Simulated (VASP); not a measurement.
# WS2 (P6_3/mmc) in VASP: single point with LDA

Aim: the single point of WS2 with LDA.

Everything below comes from runs of VASP 6.6.1. Logs are shortened: lines on timing, memory, paths and dates and some standing lists are left out, and cuts for length are marked.

## Step 1: The cell of the first run

It takes space group P6_3/mmc (No. 194, hexagonal). The conventional cell has a = 3.184 Å, b = 3.184 Å, c = 12.978 Å, α = 90.00°, β = 90.00°, γ = 120.00°. Within 3.2 Å of W (site symmetry -6m2) lie 6 S at 2.41 Å and 6 W at 3.18 Å. Within 3.2 Å of S (site symmetry 3m) lie 3 W at 2.41 Å and 7 S at 3.12 to 3.18 Å.

## Step 2: Single point, LDA

File INCAR:

```
SYSTEM = WS2
ALGO = Normal ; EDIFF = 1E-6
ENCUT = 520 ; ISIF = 2
ISMEAR = 0 ; LASPH = .True.
LCHARG = .True. ; LELF = .True.
LREAL = .False. ; LVHAR = .True.
LWAVE = .False. ; NBANDS = 35
NELM = 80 ; PREC = Accurate
SIGMA = 0.1
```

File KPOINTS:

```
k-points
0
Gamma
  6 6 2
  0 0 0
```

File POSCAR:

```
WS2
1.0
    3.1842228900      0.0000000000      0.0000000000
   -1.5921114500      2.7576179200      0.0000000000
    0.0000000000      0.0000000000     12.9782823600
W S
2 4
Direct
    0.3333333300      0.6666666700      0.2500000000
    0.6666666700      0.3333333300      0.7500000000
    0.3333333300      0.6666666700      0.6298049400
    0.6666666700      0.3333333300      0.1298049400
    0.3333333300      0.6666666700      0.8701950600
    0.6666666700      0.3333333300      0.3701950600
```

Potentials or basis: VASP PAW LDA potentials, release 64 (W_sv, S).

Command:

```
$ cat potpaw_LDA.64/W_sv/POTCAR potpaw_LDA.64/S/POTCAR > POTCAR
$ mpirun -np 1 vasp_std > vasp.out
```

OUTCAR:

```text
SYSTEM = WS2
   EDIFF = 1E-6
   ENCUT = 520
   ISIF = 2
   ISMEAR = 0
   LASPH = .True.
   LREAL = .False.
   NELM = 80
   PREC = Accurate

 ion  position               nearest neighbor table
   1  0.333  0.667  0.250-   4 2.41   6 2.41   4 2.41   6 2.41   4 2.41   6 2.41
   2  0.667  0.333  0.750-   3 2.41   5 2.41   3 2.41   5 2.41   3 2.41   5 2.41
   3  0.333  0.667  0.630-   2 2.41   2 2.41   2 2.41
   4  0.667  0.333  0.130-   1 2.41   1 2.41   1 2.41
   5  0.333  0.667  0.870-   2 2.41   2 2.41   2 2.41
   6  0.667  0.333  0.370-   1 2.41   1 2.41   1 2.41

  LATTYP: Found a hexagonal cell.
 ALAT       =     3.1842228900
 C/A-ratio  =     4.0758083866

  Lattice vectors:

 A1 = (   3.1842228900,   0.0000000000,   0.0000000000)
 A2 = (  -1.5921114500,   2.7576179200,   0.0000000000)
 A3 = (   0.0000000000,   0.0000000000,  12.9782823600)

Analysis of symmetry for initial positions (statically):
=====================================================================
 Subroutine PRICEL returns:
 Original cell was already a primitive cell.

 Routine SETGRP: Setting up the symmetry group for a
 hexagonal supercell.

 Subroutine GETGRP returns: Found 24 space group operations
 (whereof 12 operations were pure point group operations)
 out of a pool of 24 trial point group operations.

The static configuration has the point symmetry D_3d.
 The point group associated with its full space group is D_6h.

Analysis of symmetry for dynamics (positions and initial velocities):
=====================================================================
 Subroutine PRICEL returns:
 Original cell was already a primitive cell.

 Routine SETGRP: Setting up the symmetry group for a
 hexagonal supercell.

 Subroutine GETGRP returns: Found 24 space group operations
 (whereof 12 operations were pure point group operations)
 out of a pool of 24 trial point group operations.

The dynamic configuration has the point symmetry D_3d.
 The point group associated with its full space group is D_6h.

 Subroutine INISYM returns: Found 24 space group operations
 (whereof 12 operations are pure point group operations),
 and found     1 'primitive' translations

----------------------------------------------------------------------------------------

                                     Primitive cell

  volume of cell :     113.9606

  direct lattice vectors                    reciprocal lattice vectors
     3.184222890  0.000000000  0.000000000     0.314048367  0.181315910  0.000000000
    -1.592111450  2.757617920  0.000000000     0.000000000  0.362631818  0.000000000
     0.000000000  0.000000000 12.978282360     0.000000000  0.000000000  0.077051799

  length of vectors
     3.184222890  3.184222898 12.978282360     0.362631819  0.362631818  0.077051799

  position of ions in fractional coordinates (direct lattice)
     0.333333330  0.666666670  0.250000000
     0.666666670  0.333333330  0.750000000
     0.333333330  0.666666670  0.629804940
     0.666666670  0.333333330  0.129804940
     0.333333330  0.666666670  0.870195060
     0.666666670  0.333333330  0.370195060

  ion indices of the primitive-cell ions
   primitive index   ion index
                 1           1
                 2           2
                 3           3
                 4           4
                 5           5
                 6           6

----------------------------------------------------------------------------------------

 KPOINTS: k-points

Automatic generation of k-mesh.
 Grid dimensions read from file:
 generate k-points for:    6    6    2

 Generating k-lattice:

  Cartesian coordinates                     Fractional coordinates (reciprocal lattice)
     0.052341395  0.030219318  0.000000000     0.166666667  0.000000000  0.000000000
     0.000000000  0.060438636  0.000000000     0.000000000  0.166666667  0.000000000
     0.000000000  0.000000000  0.038525899     0.000000000  0.000000000  0.500000000

  Length of vectors
     0.060438636  0.060438636  0.038525899

  Shift w.r.t. Gamma in fractional coordinates (k-lattice)
     0.000000000  0.000000000  0.000000000

 Subroutine IBZKPT returns following result:
 ===========================================

 Found     14 irreducible k-points:

 Following reciprocal coordinates:
            Coordinates               Weight
  0.000000  0.000000  0.000000      1.000000
  0.166667  0.000000  0.000000      6.000000
  0.333333  0.000000  0.000000      6.000000
  0.500000  0.000000  0.000000      3.000000
  0.166667  0.166667  0.000000      6.000000
  0.333333  0.166667  0.000000     12.000000
  0.333333  0.333333  0.000000      2.000000
  0.000000  0.000000  0.500000      1.000000
  0.166667  0.000000  0.500000      6.000000
  0.333333  0.000000  0.500000      6.000000
  0.500000  0.000000  0.500000      3.000000
  0.166667  0.166667  0.500000      6.000000
  0.333333  0.166667  0.500000     12.000000
  0.333333  0.333333  0.500000      2.000000
   k-points           NKPTS =     14   k-points in BZ     NKDIM =     14   number of bands    NBANDS=     35
   number of dos      NEDOS =    301   number of ions     NIONS =      6
   total plane-waves  NPLWV =  56448
   dimension x,y,z NGX =    24 NGY =   24 NGZ =   98
   dimension x,y,z NGXF=    48 NGYF=   48 NGZF=  196
   ions per type =               2   4
   NGX,Y,Z   is equivalent  to a cutoff of  12.53, 12.53, 12.55 a.u.
   NGXF,Y,Z  is equivalent  to a cutoff of  25.06, 25.06, 25.11 a.u.
 SYSTEM =  WS2
   PREC   = accura    normal or accurate (medium, high low for compatibility)
   ISTART =      0    job   : 0-new  1-cont  2-samecut
   ICHARG =      2    charge: 1-file 2-atom 10-const
   ISPIN  =      1    spin polarized calculation?
   LNONCOLLINEAR =      F non collinear calculations
   LSORBIT =      F    spin-orbit coupling
   LASPH  =      T    aspherical Exc in radial PAW
   ENCUT  =  520.0 eV  38.22 Ry    6.18 a.u.   5.92  5.92 24.13*2*pi/ulx,y,z
   NELM   =     80;   NELMIN=  2; NELMDL= -5     # of ELM steps
   EDIFF  = 0.1E-05   stopping-criterion for ELM
   LREAL  =      F    real-space projection
   EDIFFG = 0.1E-04   stopping-criterion for IOM
   NSW    =      0    number of steps for IOM
   IBRION =     -1    ionic relax: 0-MD 1-quasi-New 2-CG
   NFREE  =      0    steps in history (QN), initial steepest desc. (CG)
   ISIF   =      2    stress and relaxation
   ISYM   =      2    0-nonsym 1-usesym 2-fastsym
   POTIM  = 0.5000    time-step for ionic-motion
   TEBEG  =    0.0;   TEEND  =   0.0 temperature during run
   PSTRESS=    0.0 pullay stress
   NELECT =      52.0000    total number of electrons
   NUPDOWN=      -1.0000    fix difference up-down
   EMIN   =  10.00;   EMAX   =-10.00  energy-range for DOS
   EFERMI =   0.00;   METHOD = LEGACY
   ISMEAR =     0;   SIGMA  =   0.10  broadening in eV -4-tet -1-fermi 0-gaus
   EFERMI_NEDOS =   21; number of points for ismear=-14 and -15
   IALGO  =     38    algorithm
   IMIX   =      4    mixing-type and parameters
     AMIX     =   0.40;   BMIX     =  1.00
     AMIX_MAG =   1.60;   BMIX_MAG =  1.00
  volume/ion in A,a.u.               =      18.99       128.17
  Fermi-wavevector in a.u.,A,eV,Ry     =   1.260350  2.381715 21.612597  1.588481
  Thomas-Fermi vector in A             =   2.393864
   LORBIT       =      0    0 simple, 1 ext, 2 COOP (PROOUT), +10 PAW based schemes
   GGA     = CA    functional components
   LHFCALC =     F    Hartree Fock is set to
   AEXX    =    0.0000 exact exchange contribution
   IVDW    =     0    specifies the selected vdW correction
   LEPSILON=     F    determine dielectric tensor
   LRPA    =     F    only Hartree local field effects (RPA)
 non-spin polarized calculation
 Gauss-broadening in eV      SIGMA  =   0.10
  energy-cutoff  :      520.00
  volume of cell :      113.96
 maximum number of plane-waves:      3088
 NGX is ok and might be reduce to    24
   NGX = 11   NGY = 11   NGZ = 49

 number of electron      51.9999999 magnetization

 Free energy of the ion-electron system (eV)
  ---------------------------------------------------
  ext. energy  EPLUGINS =         0.00000000
  ---------------------------------------------------
  free energy    TOTEN  =       -52.40346071 eV

  energy without entropy =      -52.40346071  energy(sigma->0) =      -52.40346071

 E-fermi :   7.0362     XC(G=0): -10.8045

 val. band max:        6.3661884243   @ k =   0.0000   0.0000   0.0000
 cond. band min:       7.5214680644   @ k =   0.1667   0.1667   0.0000
 fundamental gap:      1.1552796401
 Fermi energy:         7.0362300500

 k-point     1 :       0.0000    0.0000    0.0000
  band No.  band energies     occupation
      1     -67.7142      2.00000
      2     -67.7142      2.00000
      3     -32.2248      2.00000
      4     -32.2248      2.00000
      5     -32.0619      2.00000
      6     -32.0619      2.00000
[... 27 lines left out ...]
     34       8.9613      0.00000
     35      10.9613      0.00000

 k-point     2 :       0.1667    0.0000    0.0000
  band No.  band energies     occupation
      1     -67.7099      2.00000
      2     -67.7099      2.00000
      3     -32.2092      2.00000
      4     -32.2092      2.00000
      5     -32.1483      2.00000
      6     -32.1483      2.00000
[... 27 lines left out ...]
     34       9.4615      0.00000
     35      12.5191      0.00000

 k-point     3 :       0.3333    0.0000    0.0000
  band No.  band energies     occupation
      1     -67.7013      2.00000
      2     -67.7013      2.00000
      3     -32.3172      2.00000
      4     -32.3172      2.00000
      5     -32.1779      2.00000
      6     -32.1779      2.00000
[... 27 lines left out ...]
     34      10.4208      0.00000
     35      12.2135      0.00000
[... 343 lines left out ...]
 k-point    13 :       0.3333    0.1667    0.5000
  band No.  band energies     occupation
      1     -67.6970      2.00000
      2     -67.6970      2.00000
      3     -32.3578      2.00000
      4     -32.3578      2.00000
      5     -32.1857      2.00000
      6     -32.1857      2.00000
[... 27 lines left out ...]
     34      10.6419      0.00000
     35      12.1635      0.00000

 k-point    14 :       0.3333    0.3333    0.5000
  band No.  band energies     occupation
      1     -67.6949      2.00000
      2     -67.6949      2.00000
      3     -32.3152      2.00000
      4     -32.3152      2.00000
      5     -32.2810      2.00000
      6     -32.2810      2.00000
[... 27 lines left out ...]
     34      11.2064      0.00000
     35      12.6998      0.00000

------------------------ aborting loop because EDIFF is reached ----------------------------------------

  FORCE on cell =-STRESS in cart. coord.  units (eV):
  Direction    XX          YY          ZZ          XY          YZ          ZX
  --------------------------------------------------------------------------------------
  -------------------------------------------------------------------------------------
  Total       -4.3009493     -4.3009493     -2.8871831      0.0000000      0.0000000      0.0000000
  in kB      -60.4672384    -60.4672387    -40.5910366      0.0000001      0.0000000      0.0000000
  external PRESSURE =     -53.8418379 kB  Pullay stress =       0.0000000 kB

 VOLUME and BASIS-vectors are now :
 -----------------------------------------------------------------------------
  energy-cutoff  :      520.00
  volume of cell :      113.96
      direct lattice vectors                 reciprocal lattice vectors
     3.184222890  0.000000000  0.000000000     0.314048367  0.181315910  0.000000000
    -1.592111450  2.757617920  0.000000000     0.000000000  0.362631818  0.000000000
     0.000000000  0.000000000 12.978282360     0.000000000  0.000000000  0.077051799

 POSITION                                       TOTAL-FORCE (eV/Angst)
 -----------------------------------------------------------------------------------
     -0.00000      1.83841      3.24457        -0.000000     -0.000000      0.000000
      1.59211      0.91921      9.73371         0.000000      0.000000      0.000000
     -0.00000      1.83841      8.17379         0.000000      0.000000      0.275829
      1.59211      0.91921      1.68465        -0.000000     -0.000000      0.275829
     -0.00000      1.83841     11.29364         0.000000      0.000000     -0.275829
      1.59211      0.91921      4.80450         0.000000     -0.000000     -0.275829
 -----------------------------------------------------------------------------------
    total drift:                               -0.000010      0.000006     -0.000000

  FREE ENERGIE OF THE ION-ELECTRON SYSTEM (eV)
  ---------------------------------------------------
  free  energy   TOTEN  =       -52.4034607067 eV

  energy  without entropy=      -52.4034607067  energy(sigma->0) =      -52.40346071
```

It took 21 s on 1 thread of Intel Xeon 6975P-C (Granite Rapids), shared host; peak memory 0.2 GiB.

What came out:

```
Free energy            : -52.4035 eV
Pressure               : -5.4 GPa
Largest force          : 0.276 eV/Å
Band gap on the k mesh : 1.16 eV, indirect (least direct gap 1.73 eV)
```

Forces in eV/Å, atoms in the order of the input:
```
W    0.000  0.000  0.000
W    0.000  0.000  0.000
S    0.000  0.000  0.276
S    0.000  0.000  0.276
S    0.000  0.000 -0.276
S    0.000  0.000 -0.276
```

Caveat: spin-orbit coupling is left out, which moves the levels of the heavy elements.
